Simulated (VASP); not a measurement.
The system is Be2H3.

```
CELL_PARAMETERS angstrom
0.00000 2.70894 2.70894
2.70894 0.00000 2.70894
2.70894 2.70894 0.00000
ATOMIC_POSITIONS crystal
Be 0.12500 0.12500 0.12500
Be 0.12500 0.12500 0.62500
Be 0.12500 0.62500 0.12500
Be 0.62500 0.12500 0.12500
H 0.62500 0.62500 0.62500
H 0.62500 0.62500 0.12500
H 0.62500 0.12500 0.62500
H 0.12500 0.62500 0.62500
H 0.75000 0.75000 0.75000
H 0.50000 0.50000 0.50000
```

```yaml
Program: VASP 6.6.1
Task: relaxation of cell and atoms
Functional: PBE
Potentials_or_basis: VASP PAW PBE potentials, release 64 (Be, H)
Cutoff: 600 eV
k_mesh: 6 × 6 × 6
Occupations: gaussian, width 0.1 eV
Spin: no spin polarisation
```

At the start: pressure 58.9 GPa; volume 3.98 Å³/atom.

Task: Where does the relaxation end?

Result: Over 4 steps the energy falls by 235.4 meV/atom and the volume is 5.60 Å³/atom (+40.9 %); space group Fd-3m (No. 227, to 0.05 Å).

The path:
```tsv
step	energy change (eV)	largest force (eV/Å)	pressure (GPa)	volume (Å³)
1	0.0000	0.0000	58.86	39.76
2	-1.9928	0.0000	17.30	48.77
3	-2.3366	0.0000	3.31	54.40
4	-2.3545	0.0000	0.34	56.00
```

Final structure:
```yaml
crystal:
  lattice:
    - [0.00000, 3.03659, 3.03659]
    - [3.03659, 0.00000, 3.03659]
    - [3.03659, 3.03659, 0.00000]
  atoms:
    - { symbol: Be, position: [0.12500, 0.12500, 0.12500] }
    - { symbol: Be, position: [0.12500, 0.12500, 0.62500] }
    - { symbol: Be, position: [0.12500, 0.62500, 0.12500] }
    - { symbol: Be, position: [0.62500, 0.12500, 0.12500] }
    - { symbol: H, position: [0.62500, 0.62500, 0.62500] }
    - { symbol: H, position: [0.62500, 0.62500, 0.12500] }
    - { symbol: H, position: [0.62500, 0.12500, 0.62500] }
    - { symbol: H, position: [0.12500, 0.62500, 0.62500] }
    - { symbol: H, position: [0.75000, 0.75000, 0.75000] }
    - { symbol: H, position: [0.50000, 0.50000, 0.50000] }
```

Caveat: the volume moved by over 15 % at a fixed basis, so the end points are rough.
